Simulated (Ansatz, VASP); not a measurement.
**ZnS: VASP beside Ansatz**

Contents of INCAR:

```
SYSTEM = ZnS
ALGO = Normal
EDIFF = 1E-6
EDIFFG = -0.005
ENCUT = 600
GGA = PS
IBRION = 2
ISIF = 3
ISMEAR = 0
LASPH = .TRUE.
LCHARG = .FALSE.
LREAL = .FALSE.
LWAVE = .FALSE.
NELM = 100
NSW = 100
PREC = Accurate
SIGMA = 0.02
```

File KPOINTS:

```
k-points
0
G
  9 9 6
  0 0 0
```

File POSCAR:

```
ZnS
1.0
    3.8206924600      0.0000000000      0.0000000000
   -1.9103462300      3.3088167300      0.0000000000
    0.0000000000      0.0000000000      6.2024108700
Zn S
2 2
Direct
    0.3333333300      0.6666666700      0.0000000000
    0.6666666700      0.3333333300      0.5000000000
    0.3333333300      0.6666666700      0.3750000000
    0.6666666700      0.3333333300      0.8750000000
```

Input for Ansatz:

```yaml
crystal:
  lattice:
    - [3.82069246, 0.0, 0.0]
    - [-1.91034623, 3.30881673, 0.0]
    - [0.0, 0.0, 6.20241087]
  atoms:
    - { symbol: Zn, position: [0.33333333, 0.66666667, 0.0] }
    - { symbol: Zn, position: [0.66666667, 0.33333333, 0.5] }
    - { symbol: S, position: [0.33333333, 0.66666667, 0.375] }
    - { symbol: S, position: [0.66666667, 0.33333333, 0.875] }
basis:
  ecutwfc: 420
kpoints:
  mp_grid: { grid: [9, 9, 6] }
hamiltonian:
  xc: pbesol
scf:
  occupations: { method: gaussian, width: 0.02 }
output:
  forces: true
  stress: true
  eigenvalues: true
  write_density: true
  write_potential: true
  elf: true
  volumetric_format: npy
relax:
  adjacent_minimum: "off"
  f_tol: 0.005
  max_steps: 80
  cell: { stress_tol: 0.05 }
```

Alike in both runs: task relaxation of cell and atoms; functional PBEsol; k mesh 9 × 9 × 6; occupations gaussian, width 0.02 eV; no spin polarisation.

|  | VASP | Ansatz |
| --- | --- | --- |
| version | VASP 6.6.1 | Ansatz 0.2.0 |
| potentials or method | VASP PAW PBE potentials, release 64 (Zn, S), cutoff 600 eV | scalar-relativistic, plane waves, PAW |
| valence electrons in the cell | 36 | 36 |

```tsv
	VASP	Ansatz	Ansatz less VASP
gap on the k mesh at the Fermi level, each at its own relaxed structure (eV)	2.15	2.15	+0.004
relaxed volume (Å³/atom)	19.28	19.22	-0.053
relaxed length of the cell vector where the two differ most in proportion (Å)	3.786	3.782	-0.0038
```

VASP's potentials were made for PBE, not for PBEsol.
